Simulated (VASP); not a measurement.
# Al3BP2 (P-6m2) in VASP: further runs, part 2 of 2

VASP 6.6.1. Earlier steps stand in the parts before.

## 3. Single point, PBE

This run uses another cell than the first one, of 24.89 Å³/atom, 1.450 times its volume.

INCAR

```
SYSTEM = Al3BP2
ALGO = Normal ; EDIFF = 1E-6
ENCUT = 520 ; GGA = PE
ISIF = 2 ; ISMEAR = 0
LASPH = .True. ; LCHARG = .True.
LELF = .True. ; LREAL = .False.
LVHAR = .True. ; LWAVE = .False.
NBANDS = 20 ; NELM = 100
PREC = Accurate ; SIGMA = 0.1
```

KPOINTS

```
k-points
0
Gamma
  6 6 2
  0 0 0
```

POSCAR

```
Al3BP2
1.0
    4.4230980799      0.0000000033      0.0000000000
   -2.2115490428      3.8305152990      0.0000000000
    0.0000000000      0.0000000000      8.8153352807
Al B P
3 1 2
Direct
    0.6666666667      0.3333333333      0.7318287722
    0.6666666667      0.3333333333      0.2681712278
    0.3333333333      0.6666666667      0.0000000000
    0.6666666667      0.3333333333      0.5000000000
    0.6666666667      0.3333333333      0.0000000000
    0.0000000000      0.0000000000      0.0000000000
```

Potentials or basis: VASP PAW PBE potentials, release 64 (Al, B, P).

Started as:

```bash
$ cat potpaw_PBE.64/Al/POTCAR potpaw_PBE.64/B/POTCAR potpaw_PBE.64/P/POTCAR > POTCAR
$ mpirun -np 1 vasp_std > vasp.out
```

Run time: 44 s. Hardware: 1 thread of Intel Xeon Platinum 8259CL at 2.50GHz (Skylake/Cascade Lake), shared host; peak memory 0.29 GiB.

The run converged. Its results:

* Free energy: -22.0283 eV
* Pressure: 0.1 GPa
* Largest force: 0.011 eV/Å
* Band gap on the k mesh: zero (band 11 reaches 3.52 eV, above the bottom of band 12 at 2.41 eV)

Forces in eV/Å, atoms in the order of the input:
```
Al   0.000  0.000  0.011
Al   0.000  0.000 -0.011
Al   0.000  0.000  0.000
B    0.000  0.000  0.000
P    0.000  0.000  0.000
P    0.000  0.000  0.000
```

Levels at points of the mesh, in eV from the Fermi level:
```
           k point  band 9  band 10  band 11  band 12  band 13  band 14
(0.00, 0.00, 0.00)   -2.85    -1.74    -0.41    -0.19     0.77     0.77
(0.50, 0.00, 0.00)   -1.39    -0.60     0.31     0.52     1.29     1.73
(0.00, 0.00, 0.50)   -2.85    -0.67    -0.20     0.26     0.63     0.63
(0.50, 0.00, 0.50)   -0.79     0.07     0.33     0.79     0.86     1.84
```

## 4. Relaxation of cell and atoms, PBE

INCAR

```
SYSTEM = Al3BP2
PREC     = Accurate       ! precision mode
ENCUT    = 600            ! plane-wave cutoff, eV
EDIFF    = 1E-6           ! SCF threshold, eV
ISMEAR   = 0              ! smearing method
SIGMA    = 0.1            ! smearing width, eV
LREAL    = .FALSE.        ! projectors in reciprocal space
LASPH    = .TRUE.         ! aspherical terms in the spheres
NELM     = 100            ! most SCF steps
ALGO     = Normal         ! electronic algorithm
ISIF     = 3              ! what is computed and relaxed
LWAVE    = .FALSE.        ! write WAVECAR
LCHARG   = .FALSE.        ! write CHGCAR
GGA      = PE             ! functional
IBRION   = 2              ! ionic algorithm
NSW      = 90             ! ionic steps
EDIFFG   = -0.04          ! ionic threshold
```

KPOINTS

```
Automatic mesh
0
G
  6 6 2
  0 0 0
```

POSCAR

```
Al3BP2
1.0
    3.8945379900      0.0000000000      0.0000000000
   -1.9472690000      3.3727688400      0.0000000000
    0.0000000000      0.0000000000      7.8430702300
Al B P
3 1 2
Direct
    0.6666666700      0.3333333300      0.7314154100
    0.6666666700      0.3333333300      0.2685845900
    0.3333333300      0.6666666700      0.0000000000
    0.6666666700      0.3333333300      0.5000000000
    0.6666666700      0.3333333300      0.0000000000
    0.0000000000      0.0000000000      0.0000000000
```

Started as:

```bash
$ cat potpaw_PBE.64/Al/POTCAR potpaw_PBE.64/B/POTCAR potpaw_PBE.64/P/POTCAR > POTCAR
$ mpirun -np 1 vasp_std > vasp.out
```

It took 3.1 min on 1 thread of Intel Xeon Platinum 8259CL at 2.50GHz (Skylake/Cascade Lake), shared host; peak memory 0.25 GiB.

It converged, with:

| Item | Value |
| --- | --- |
| Free energy | -22.0245 eV |
| Relaxed volume | 24.94 Å³/atom |
| Relaxed cell | a = 4.425 Å, b = 4.425 Å, c = 8.824 Å, α = 90.00°, β = 90.00°, γ = 120.00° |
| Space group after relaxing (to 0.05 Å) | P-6m2 (No. 187) |
| Energy gained by relaxing | 543.5 meV/atom |
| Ionic steps | 12 |
| Pressure after relaxing | 0.0 GPa |
| Largest force after relaxing | 0.023 eV/Å |
| Band gap on the k mesh | zero (band 11 reaches 3.51 eV, above the bottom of band 12 at 2.40 eV) |

Forces on the atoms (eV/Å):
```
Al   0.000  0.000  0.023
Al   0.000  0.000 -0.023
Al   0.000  0.000  0.000
B    0.000  0.000  0.000
P    0.000  0.000  0.000
P    0.000  0.000  0.000
```

The path:
| step | energy change (eV) | largest force (eV/Å) | pressure (GPa) | volume (Å³) |
| --- | --- | --- | --- | --- |
| 1 | 0.0000 | 0.5812 | 32.54 | 103.02 |
| 2 | -2.7087 | 0.4839 | -4.33 | 163.94 |
| 3 | -3.1142 | 0.5680 | 1.21 | 140.82 |
| 4 | -3.1174 | 0.5653 | 0.58 | 142.63 |
| 5 | -3.1168 | 0.5672 | 0.87 | 141.76 |
| 6 | -3.2207 | 0.0242 | 0.93 | 144.58 |
| 7 | -3.2345 | 0.6105 | 0.78 | 147.43 |
| 8 | -3.2430 | 0.3523 | 0.88 | 146.27 |
| 9 | -3.2432 | 0.3845 | 0.86 | 146.41 |
| 10 | -3.2592 | 0.1474 | -0.10 | 150.06 |
| 11 | -3.2592 | 0.1468 | -0.10 | 150.08 |
| 12 | -3.2608 | 0.0229 | -0.03 | 149.63 |

Final structure:
```yaml
crystal:
  lattice:
    - [4.42489, 0.00000, 0.00000]
    - [-2.21244, 3.83207, 0.00000]
    - [0.00000, 0.00000, 8.82440]
  atoms:
    - { symbol: Al, position: [0.66667, 0.33333, 0.73173] }
    - { symbol: Al, position: [0.66667, 0.33333, 0.26827] }
    - { symbol: Al, position: [0.33333, 0.66667, 0.00000] }
    - { symbol: B, position: [0.66667, 0.33333, 0.50000] }
    - { symbol: P, position: [0.66667, 0.33333, 0.00000] }
    - { symbol: P, position: [0.00000, 0.00000, 0.00000] }
```

Levels at points of the mesh, in eV from the Fermi level:
```tsv
k point	band 9	band 10	band 11	band 12	band 13	band 14
(0.00, 0.00, 0.00)	-2.84	-1.74	-0.41	-0.18	0.77	0.77
(0.50, 0.00, 0.00)	-1.39	-0.61	0.31	0.52	1.30	1.73
(0.00, 0.00, 0.50)	-2.84	-0.67	-0.19	0.26	0.63	0.63
(0.50, 0.00, 0.50)	-0.78	0.07	0.33	0.79	0.86	1.84
```

Caveat: the k points lie up to 0.36 Å⁻¹ apart in the final cell; the volume moved by over 15 % at a fixed basis, so the end points are rough.

## 5. Single point, PBE

This run uses another cell than the first one, of 24.17 Å³/atom, 1.408 times its volume.

INCAR

```
  PREC = Accurate
  ENCUT = 520
  EDIFF = 1E-6
  ISMEAR = 0
  SIGMA = 0.1
  LREAL = False
  LASPH = True
  NELM = 100
  ALGO = Normal
  ISIF = 2
  LWAVE = False
  LCHARG = False
  GGA = PE
  NBANDS = 20
```

KPOINTS

```
regular mesh
0
Gamma
  12 12 4
```

POSCAR

```
Al3BP2
1.0
    4.3570285896      0.0000000000      0.0000000000
   -2.1785142948      3.7732974436      0.0000000000
    0.0000000000      0.0000000000      8.8209571000
Al B P
3 1 2
Direct
    0.6666666667      0.3333333333      0.7313061439
    0.6666666667      0.3333333333      0.2686938561
    0.3333333333      0.6666666667      0.0000000000
    0.6666666667      0.3333333333      0.5000000000
    0.6666666667      0.3333333333      0.0000000000
    0.0000000000      0.0000000000      0.0000000000
```

Potentials or basis: VASP PAW PBE potentials, release 64 (Al, B, P).

Started as:

```bash
$ cat potpaw_PBE.64/Al/POTCAR potpaw_PBE.64/B/POTCAR potpaw_PBE.64/P/POTCAR > POTCAR
$ mpirun -np 1 vasp_std > vasp.out
```

OUTCAR:

```text
PREC = Accurate
   ENCUT = 520
   EDIFF = 1E-6
   ISMEAR = 0
   LREAL = False
   LASPH = True
   NELM = 100
   ISIF = 2
   GGA = PE

 ion  position               nearest neighbor table
   1  0.667  0.333  0.731-   4 2.04   5 2.37
   2  0.667  0.333  0.269-   4 2.04   5 2.37
   3  0.333  0.667  0.000-   5 2.52   6 2.52   5 2.52   6 2.52   6 2.52   5 2.52
   4  0.667  0.333  0.500-   1 2.04   2 2.04
   5  0.667  0.333  0.000-   1 2.37   2 2.37   3 2.52   6 2.52   3 2.52   6 2.52   6 2.52   3 2.52

   6  0.000  0.000  0.000-   3 2.52   5 2.52   3 2.52   5 2.52   5 2.52   3 2.52
[... 759 lines left out ...]
  -------------------------------------------------------------------------------------
  Total       -0.0767441     -0.0767441     -0.0372293      0.0000000     -0.0000000     -0.0000000
  in kB       -0.8478687     -0.8478687     -0.4113085      0.0000000     -0.0000000     -0.0000000
  external PRESSURE =      -0.7023486 kB  Pullay stress =       0.0000000 kB

 VOLUME and BASIS-vectors are now :
 -----------------------------------------------------------------------------
  energy-cutoff  :      520.00
  volume of cell :      145.02
      direct lattice vectors                 reciprocal lattice vectors
     4.357028590  0.000000000  0.000000000     0.229514216  0.132510094  0.000000000
    -2.178514295  3.773297444  0.000000000     0.000000000  0.265020189  0.000000000
     0.000000000  0.000000000  8.820957100     0.000000000  0.000000000  0.113366383

 POSITION                                       TOTAL-FORCE (eV/Angst)
 -----------------------------------------------------------------------------------
      2.17851      1.25777      6.45082        -0.000000     -0.000000      0.007657
      2.17851      1.25777      2.37014        -0.000000      0.000000     -0.007657
     -0.00000      2.51553      0.00000         0.000000      0.000000      0.000000
      2.17851      1.25777      4.41048         0.000000      0.000000      0.000000
      2.17851      1.25777      0.00000        -0.000000      0.000000      0.000000
      0.00000      0.00000      0.00000        -0.000000      0.000000      0.000000
 -----------------------------------------------------------------------------------
    total drift:                                0.000000     -0.000000     -0.000000

  FREE ENERGIE OF THE ION-ELECTRON SYSTEM (eV)
  ---------------------------------------------------
  free  energy   TOTEN  =       -22.0157051588 eV

  energy  without entropy=      -21.9926674359  energy(sigma->0) =      -22.00418630
```

It took 1.8 min on 1 thread of Intel Xeon Platinum 8259CL at 2.50GHz (Skylake/Cascade Lake), shared host; peak memory 0.34 GiB.

Results:

* Free energy: -22.0157 eV
* Pressure: -0.1 GPa
* Largest force: 0.008 eV/Å
* Band gap on the k mesh: zero (band 11 reaches 3.77 eV, above the bottom of band 12 at 2.56 eV)

Forces in eV/Å, atoms in the order of the input:
```
Al   0.000  0.000  0.008
Al   0.000  0.000 -0.008
Al   0.000  0.000  0.000
B    0.000  0.000  0.000
P    0.000  0.000  0.000
P    0.000  0.000  0.000
```

Levels at points of the mesh, in eV from the Fermi level:
```
           k point  band 7  band 8  band 9  band 10  band 11  band 12  band 13  band 14  band 15  band 16
(0.00, 0.00, 0.00)   -3.54   -2.92   -2.92    -1.81    -0.15    -0.07     0.86     0.86     2.58     2.62
(0.50, 0.00, 0.00)   -3.22   -2.96   -1.45    -0.61     0.37     0.56     1.34     1.99     2.04     2.23
(0.00, 0.00, 0.50)   -4.81   -2.92   -2.92    -0.47    -0.07     0.28     0.73     0.73     1.23     3.47
(0.50, 0.00, 0.50)   -4.13   -3.28   -0.84     0.13     0.27     0.77     0.90     1.99     2.10     2.29
```

## 6. Overview

```csv
task,cell,k mesh,cutoff (eV),gap on the mesh (eV),pressure (GPa),largest force (eV/Å)
single point,"a = 3.895, b = 3.895, c = 7.843 Å, angles 90.0, 90.0, 120.0°, 6 atoms",6 × 6 × 2,520,none,32.5,0.58
single point,"a = 4.423, b = 4.423, c = 8.815 Å, angles 90.0, 90.0, 120.0°, 6 atoms",6 × 6 × 2,520,none,0.1,0.01
relaxation of cell and atoms,"relaxed from a = 3.895, b = 3.895, c = 7.843 Å, angles 90.0, 90.0, 120.0°, 6 atoms",6 × 6 × 2,600,none,0.0,0.02
single point,"a = 4.357, b = 4.357, c = 8.821 Å, angles 90.0, 90.0, 120.0°, 6 atoms",12 × 12 × 4,520,none,-0.1,0.01
```

Alike in all rows: level PBE; potentials or basis VASP PAW PBE potentials, release 64 (Al, B, P); no spin polarisation; smearing gaussian 0.1 eV.

Caveats: some runs use coarse meshes; the volume moved by over 15 % at a fixed basis, so the end points are rough (some runs).

Absolute energies hang on the potentials; compare differences alone.
